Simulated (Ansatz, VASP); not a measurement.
**CoO: VASP beside Ansatz**

File INCAR:

```
PREC     = Accurate       # precision mode
ENCUT    = 520            # plane-wave cutoff, eV
EDIFF    = 1E-6           # SCF threshold, eV
ISMEAR   = 1              # smearing method
SIGMA    = 0.1            # smearing width, eV
LREAL    = F              # projectors in reciprocal space
LASPH    = T              # aspherical terms in the spheres
NELM     = 150            # most SCF steps
ALGO     = Normal         # electronic algorithm
ISIF     = 2              # what is computed and relaxed
LWAVE    = F              # write WAVECAR
LCHARG   = F              # write CHGCAR
ISPIN    = 2              # spin polarisation
MAGMOM   = 2.5 -2.5 0 0   # initial moments
LORBIT   = 11             # projections on sites
LMAXMIX  = 4              # l up to which the mixer works
LDAU     = T              # DFT+U
LDAUTYPE = 1            
LDAUL    = 2 -1           # shell
LDAUU    = 4.4 0          # U, eV
LDAUJ    = 0.9 0        
LDAUPRINT= 1            
GGA      = PS             # functional
NBANDS   = 27             # bands
```

The input KPOINTS:

```
regular mesh
0
Gamma
  7 7 4
```

The input POSCAR:

```
CoO
1.0
    3.1976460000      0.0000000000      0.0000000000
   -1.5988230000      2.7692420000      0.0000000000
    0.0000000000      0.0000000000      5.2287100000
Co O
2 2
Direct
    0.0000000000      0.0000000000      0.0034740000
    0.3333333333      0.6666666667      0.5033620000
    0.0000000000      0.0000000000      0.3716090000
    0.3333333333      0.6666666667      0.8715560000
```

Input for Ansatz:

```yaml
crystal:
  lattice:
    - [3.197646, 0.0, 0.0]
    - [-1.598823, 2.769242, 0.0]
    - [0.0, 0.0, 5.22871]
  atoms:
    - { symbol: Co, position: [0.0, 0.0, 0.003474], spin: 2.5 }
    - { symbol: Co, position: [0.3333333333333333, 0.6666666666666666, 0.503362], spin: -2.5 }
    - { symbol: O, position: [0.0, 0.0, 0.371609] }
    - { symbol: O, position: [0.3333333333333333, 0.6666666666666666, 0.871556] }
basis:
  ecutwfc: 489.804952427784
kpoints:
  mp_grid:
    grid: [7, 7, 4]
hamiltonian:
  xc: pbesol
  hubbard:
    - { species: Co, l: d, u: 4.4, j: 0.9 }
magnetization:
  spin_polarized: true
scf:
  occupations:
    method: cold
    width: 0.1
output:
  eigenvalues: true
```

Alike in both runs: task single point; functional PBEsol; k mesh 7 × 7 × 4; collinear spin; Hubbard terms Co d U = 4.4 eV, J = 0.9 eV.

|  | VASP | Ansatz |
| --- | --- | --- |
| version | VASP 6.6.1 | Ansatz 0.2.0 |
| potentials or method | VASP PAW PBE potentials, release 64 (Co, O), cutoff 520 eV | plane waves, PAW |
| occupations | methfessel-paxton of order 1, width 0.1 eV | cold, width 0.1 eV |
| valence electrons in the cell | 30 | 46 |

Ansatz gave:

- gap on the k mesh at the Fermi level (eV): 1.14
- net moment per atom (μB): 0.00
- size of the moment on the site where the two differ most (μB): 2.38

Task: Estimate VASP's values.

Result: gap on the k mesh at the Fermi level (eV): 1.24; net moment per atom (μB): 0.00; size of the moment on the site where the two differ most (μB): 2.64.

VASP's potentials were made for PBE, not for PBEsol. Site moments also hang on the region over which each program counts them. The programs project onto different local orbitals, so the same U acts differently, and such runs can settle in different states. VASP's potentials hold 30 valence electrons a cell and Ansatz's 46, so a difference there can come from the potentials and not from the codes. Ansatz's warnings: stability check not made.
